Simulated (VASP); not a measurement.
# BeTeS4 (P-6m2) in VASP: relaxation of cell and atoms with PBE

Aim: the relaxation of cell and atoms of BeTeS4 with PBE.

All numbers are computed with VASP 6.6.1; they aren't measurements. Logs are shortened: lines on timing, memory, paths and dates and some standing lists are left out, and cuts for length are marked.

### 1 The cell of the first run

The structure is hexagonal, space group P-6m2 (No. 187). Conventional cell: a = 3.315 Å, b = 3.315 Å, c = 13.138 Å, α = 90.00°, β = 90.00°, γ = 120.00°. Within 3.4 Å of Be (site symmetry -6m2) lie 6 S at 2.54 Å and 6 Be at 3.31 Å. Within 3.4 Å of Te (site symmetry -6m2) lie 6 S at 2.50 Å and 6 Te at 3.31 Å. Within 3.4 Å of S (site symmetry 3m) lie 3 Be at 2.54 Å and 7 S at 3.31 to 3.35 Å. Within 3.4 Å of S (site symmetry 3m) lie 3 Te at 2.50 Å and 7 S at 3.23 to 3.31 Å.

The cell was built from a structure type or drawn by symmetry, and may not be a known phase.

### 2 Relaxation of cell and atoms, PBE

File INCAR:

```
SYSTEM = BeTeS4
ALGO     = Normal         ! electronic algorithm
EDIFF    = 1E-7           ! SCF threshold, eV
EDIFFG   = -0.08          ! ionic threshold
ENCUT    = 600            ! plane-wave cutoff, eV
GGA      = PE             ! functional
GGA_COMPAT= .FALSE.      
IBRION   = 2              ! ionic algorithm
ISIF     = 3              ! what is computed and relaxed
ISMEAR   = 0              ! smearing method
LASPH    = .TRUE.         ! aspherical terms in the spheres
LCHARG   = .FALSE.        ! write CHGCAR
LREAL    = .FALSE.        ! projectors in reciprocal space
LWAVE    = .FALSE.        ! write WAVECAR
NELM     = 120            ! most SCF steps
NELMIN   = 4            
NSW      = 36             ! ionic steps
PREC     = Accurate       ! precision mode
SIGMA    = 0.15           ! smearing width, eV
```

File KPOINTS:

```
k-points
0
G
  4 4 1
  0 0 0
```

File POSCAR:

```
BeTeS4
1.0
    3.3149485800      0.0000000000      0.0000000000
   -1.6574742900      2.8708296800      0.0000000000
    0.0000000000      0.0000000000     13.1378106500
Be Te S
1 1 4
Direct
    0.0000000000      0.0000000000      0.5000000000
    0.6666666700      0.3333333300      0.0000000000
    0.6666666700      0.3333333300      0.6276410200
    0.0000000000      0.0000000000      0.8771510100
    0.0000000000      0.0000000000      0.1228489900
    0.6666666700      0.3333333300      0.3723589800
```

Potentials or basis: VASP PAW PBE potentials, release 64 (Be, Te, S).

On the command line:

```sh
$ cat potpaw_PBE.64/Be/POTCAR potpaw_PBE.64/Te/POTCAR potpaw_PBE.64/S/POTCAR > POTCAR
$ mpirun -np 1 vasp_std > vasp.out
```

OUTCAR:

```text
SYSTEM = BeTeS4
   EDIFF = 1E-7
   EDIFFG = -0.08
   ENCUT = 600
   GGA = PE
   IBRION = 2
   ISIF = 3
   ISMEAR = 0
   LASPH = .TRUE.
   LREAL = .FALSE.
   NELM = 120
   NELMIN = 4
   NSW = 36
   PREC = Accurate

 ion  position               nearest neighbor table
   1  0.000  0.000  0.500-   3 2.54   6 2.54   3 2.54   6 2.54   3 2.54   6 2.54
   2  0.667  0.333  0.000-   4 2.50   5 2.50   4 2.50   5 2.50   4 2.50   5 2.50
   3  0.667  0.333  0.628-   1 2.54   1 2.54   1 2.54
   4  0.000  0.000  0.877-   2 2.50   2 2.50   2 2.50
   5  0.000  0.000  0.123-   2 2.50   2 2.50   2 2.50
   6  0.667  0.333  0.372-   1 2.54   1 2.54   1 2.54

  LATTYP: Found a hexagonal cell.
 ALAT       =     3.3149485800
 C/A-ratio  =     3.9632019420

  Lattice vectors:

 A1 = (   3.3149485800,   0.0000000000,   0.0000000000)
 A2 = (  -1.6574742900,   2.8708296800,   0.0000000000)
 A3 = (   0.0000000000,   0.0000000000,  13.1378106500)

Analysis of symmetry for initial positions (statically):
=====================================================================
 Subroutine PRICEL returns:
 Original cell was already a primitive cell.

 Routine SETGRP: Setting up the symmetry group for a
 hexagonal supercell.

 Subroutine GETGRP returns: Found 12 space group operations
 (whereof 12 operations were pure point group operations)
 out of a pool of 24 trial point group operations.

The static configuration has the point symmetry D_3h.

Analysis of symmetry for dynamics (positions and initial velocities):
=====================================================================
 Subroutine PRICEL returns:
 Original cell was already a primitive cell.

 Routine SETGRP: Setting up the symmetry group for a
 hexagonal supercell.

 Subroutine GETGRP returns: Found 12 space group operations
 (whereof 12 operations were pure point group operations)
 out of a pool of 24 trial point group operations.

The dynamic configuration has the point symmetry D_3h.

 Subroutine INISYM returns: Found 12 space group operations
 (whereof 12 operations are pure point group operations),
 and found     1 'primitive' translations

----------------------------------------------------------------------------------------

                                     Primitive cell

  volume of cell :     125.0280

  direct lattice vectors                    reciprocal lattice vectors
     3.314948580  0.000000000  0.000000000     0.301663804  0.174165679  0.000000000
    -1.657474290  2.870829680  0.000000000     0.000000000  0.348331358  0.000000000
     0.000000000  0.000000000 13.137810650     0.000000000  0.000000000  0.076116183

[... 69 lines left out ...]
   NELM   =    120;   NELMIN=  4; NELMDL= -5     # of ELM steps
   EDIFF  = 0.1E-06   stopping-criterion for ELM
   LREAL  =      F    real-space projection
   EDIFFG = -.8E-01   stopping-criterion for IOM
   NSW    =     36    number of steps for IOM
   IBRION =      2    ionic relax: 0-MD 1-quasi-New 2-CG
   NFREE  =      1    steps in history (QN), initial steepest desc. (CG)
   ISIF   =      3    stress and relaxation
   ISYM   =      2    0-nonsym 1-usesym 2-fastsym
   POTIM  = 0.5000    time-step for ionic-motion
   TEBEG  =    0.0;   TEEND  =   0.0 temperature during run
   PSTRESS=    0.0 pullay stress
   NELECT =      32.0000    total number of electrons
   NUPDOWN=      -1.0000    fix difference up-down
   EMIN   =  10.00;   EMAX   =-10.00  energy-range for DOS
   EFERMI =   0.00;   METHOD = LEGACY
   ISMEAR =     0;   SIGMA  =   0.15  broadening in eV -4-tet -1-fermi 0-gaus
   EFERMI_NEDOS =   21; number of points for ismear=-14 and -15
   IALGO  =     38    algorithm
   IMIX   =      4    mixing-type and parameters
     AMIX     =   0.40;   BMIX     =  1.00
     AMIX_MAG =   1.60;   BMIX_MAG =  1.00
  volume/ion in A,a.u.               =      20.84       140.62
  Fermi-wavevector in a.u.,A,eV,Ry     =   1.039415  1.964210 14.699517  1.080384
  Thomas-Fermi vector in A             =   2.173944
   LORBIT       =      0    0 simple, 1 ext, 2 COOP (PROOUT), +10 PAW based schemes
   GGA     = PE    functional components
   LHFCALC =     F    Hartree Fock is set to
   AEXX    =    0.0000 exact exchange contribution
   IVDW    =     0    specifies the selected vdW correction
   LEPSILON=     F    determine dielectric tensor
   LRPA    =     F    only Hartree local field effects (RPA)
 conjugate gradient relaxation of ions
 non-spin polarized calculation
 Gauss-broadening in eV      SIGMA  =   0.15
  energy-cutoff  :      600.00
  volume of cell :      125.03
 maximum number of plane-waves:      4241
 NGX is ok and might be reduce to    28
   NGX = 13   NGY = 13   NGZ = 53

--------------------------------------- Ionic step        1  -------------------------------------------

 number of electron      32.0000000 magnetization

 Free energy of the ion-electron system (eV)
  ---------------------------------------------------
  ext. energy  EPLUGINS =         0.00000000
  ---------------------------------------------------
  free energy    TOTEN  =       -19.65489618 eV

  energy without entropy =      -19.57641803  energy(sigma->0) =      -19.61565711

 E-fermi :   4.4793     XC(G=0):  -9.3904

 val. band max:        4.4196176250   @ k =   0.2500  -0.0000   0.0000
 cond. band min:       4.5705278956   @ k =   0.5000  -0.0000   0.0000
 fundamental gap:      0.1509102706
 Fermi energy:         4.4793360523

 k-point     1 :       0.0000    0.0000    0.0000
  band No.  band energies     occupation
      1     -13.0087      2.00000
      2      -9.6308      2.00000
      3      -8.3121      2.00000
      4      -7.7220      2.00000
      5      -4.4867      2.00000
      6       0.2516      2.00000
[... 194 lines left out ...]
  FREE ENERGIE OF THE ION-ELECTRON SYSTEM (eV)
  ---------------------------------------------------
  free  energy   TOTEN  =       -20.2810840623 eV

  energy  without entropy=      -20.2100170286  energy(sigma->0) =      -20.24555055

[... ionic steps 4 to 10 ...]

--------------------------------------- Ionic step       11  -------------------------------------------

 number of electron      32.0000000 magnetization

------------------------ aborting loop because EDIFF is reached ----------------------------------------
[... 75 lines left out ...]
--------------------------------------- Ionic step       13  -------------------------------------------

 number of electron      32.0000000 magnetization

 Free energy of the ion-electron system (eV)
  ---------------------------------------------------
  ext. energy  EPLUGINS =         0.00000000
  ---------------------------------------------------
  free energy    TOTEN  =       -22.64783314 eV

  energy without entropy =      -22.62491331  energy(sigma->0) =      -22.63637323

 E-fermi :   4.7355     XC(G=0):  -8.9976

 val. band max:        4.7031618794   @ k =   0.0000   0.0000   0.0000
 cond. band min:       4.8059569161   @ k =   0.5000  -0.0000   0.0000
 fundamental gap:      0.1027950367
 Fermi energy:         4.7354769278

 k-point     1 :       0.0000    0.0000    0.0000
  band No.  band energies     occupation
      1     -11.4644      2.00000
      2     -11.1076      2.00000
      3      -8.8638      2.00000
      4      -7.1675      2.00000
      5      -5.1118      2.00000
      6      -0.6103      2.00000
[... 114 lines left out ...]
  FREE ENERGIE OF THE ION-ELECTRON SYSTEM (eV)
  ---------------------------------------------------
  free  energy   TOTEN  =       -22.6478331401 eV

  energy  without entropy=      -22.6249133116  energy(sigma->0) =      -22.63637323

 reached required accuracy - stopping structural energy minimisation
```

OSZICAR:

```text
N       E                     dE             d eps       ncg     rms          rms(c)
DAV:   1     0.182212378957E+03    0.18221E+03   -0.14428E+04   160   0.152E+03
DAV:   2    -0.514951030179E+01   -0.18736E+03   -0.18213E+03   232   0.237E+02
DAV:   3    -0.206081724465E+02   -0.15459E+02   -0.14935E+02   188   0.749E+01
[... 189 lines left out ...]
DAV:   5    -0.226478352632E+02    0.39213E-05   -0.19075E-05   192   0.298E-02    0.398E-02
DAV:   6    -0.226478331531E+02    0.21101E-05   -0.65451E-06   160   0.156E-02    0.261E-02
DAV:   7    -0.226478332158E+02   -0.62655E-07   -0.20827E-06   176   0.843E-03    0.791E-03
DAV:   8    -0.226478330903E+02    0.12549E-06   -0.33554E-07   164   0.359E-03    0.234E-03
DAV:   9    -0.226478331401E+02   -0.49843E-07   -0.26386E-08    80   0.103E-03
  13 F= -.22647833E+02 E0= -.22636373E+02  d E =-.145155E-02
```

Wall time 2.5 min (1 thread of Intel Xeon 6975P-C (Granite Rapids), shared host); peak memory 0.29 GiB.

Results:

| Item | Value |
| --- | --- |
| Free energy | -22.6478 eV |
| Relaxed volume | 22.31 Å³/atom |
| Relaxed cell | a = 3.590 Å, b = 3.590 Å, c = 11.994 Å, α = 90.00°, β = 90.00°, γ = 120.00° |
| Space group after relaxing (to 0.1 Å) | P-6m2 (No. 187) |
| Energy gained by relaxing | 498.8 meV/atom |
| Ionic steps | 13 |
| Pressure after relaxing | 0.1 GPa |
| Largest force after relaxing | 0.023 eV/Å |
| Band gap on the k mesh | 0.10 eV (least direct gap 0.68 eV) |

Forces in eV/Å, atoms in the order of the input:
```
Be   0.000  0.000  0.000
Te   0.000  0.000  0.000
S    0.000  0.000 -0.023
S    0.000  0.000 -0.008
S    0.000  0.000  0.008
S    0.000  0.000  0.023
```

Stress tensor (GPa, compression positive):
```
0.01 0.00 0.00
0.00 0.01 0.00
0.00 0.00 0.23
```

Step by step:
| step | energy change (eV) | largest force (eV/Å) | pressure (GPa) | volume (Å³) |
| --- | --- | --- | --- | --- |
| 1 | 0.0000 | 2.5693 | 6.69 | 125.03 |
| 2 | -0.6116 | 1.9660 | -4.12 | 141.45 |
| 3 | -0.6262 | 1.9470 | -2.96 | 138.98 |
| 4 | -1.2827 | 2.2416 | -2.81 | 137.94 |
| 5 | -2.7224 | 3.3278 | 2.00 | 133.69 |
| 6 | -2.1665 | 2.7666 | -2.43 | 136.42 |
| 7 | -2.8743 | 1.5869 | -1.42 | 135.13 |
| 8 | -2.9909 | 0.1108 | -0.22 | 134.43 |
| 9 | -2.9906 | 0.2206 | -0.46 | 134.54 |
| 10 | -2.9880 | 0.2166 | 0.51 | 132.87 |
| 11 | -2.9915 | 0.2197 | -0.14 | 133.98 |
| 12 | -2.9899 | 0.2764 | 0.41 | 133.63 |
| 13 | -2.9929 | 0.0228 | 0.08 | 133.83 |

Final structure:
```cif
data_structure
_symmetry_space_group_name_H-M 'P 1'
_symmetry_Int_Tables_number 1
_cell_length_a 3.5895
_cell_length_b 3.5895
_cell_length_c 11.9938
_cell_angle_alpha 90.000
_cell_angle_beta 90.000
_cell_angle_gamma 120.000
_cell_volume 133.83
loop_
_atom_site_label
_atom_site_type_symbol
_atom_site_fract_x
_atom_site_fract_y
_atom_site_fract_z
_atom_site_occupancy
Be1 Be 0.00000 0.00000 0.50000 1
Te1 Te 0.66667 0.33333 0.00000 1
S1 S 0.66667 0.33333 0.59094 1
S2 S 0.00000 0.00000 0.85683 1
S3 S 0.00000 0.00000 0.14317 1
S4 S 0.66667 0.33333 0.40906 1
```

Levels at points of the mesh, in eV from the valence-band top:
```
           k point  band 14  band 15  band 16  band 17  band 18  band 19
(0.00, 0.00, 0.00)    -1.22     0.00     0.00     0.68     0.87     0.87
(0.50, 0.00, 0.00)    -2.02    -2.00    -0.69     0.10     1.32     1.79
```

Caveat: the k points lie up to 0.52 Å⁻¹ apart in the final cell; spin-orbit coupling is left out, which moves the levels of the heavy elements; an odd mesh through Γ misses points on the zone boundary, where band edges can lie; this functional lacks dispersion, which binds the layers, so the pressure and a relaxed spacing across them are unreliable.
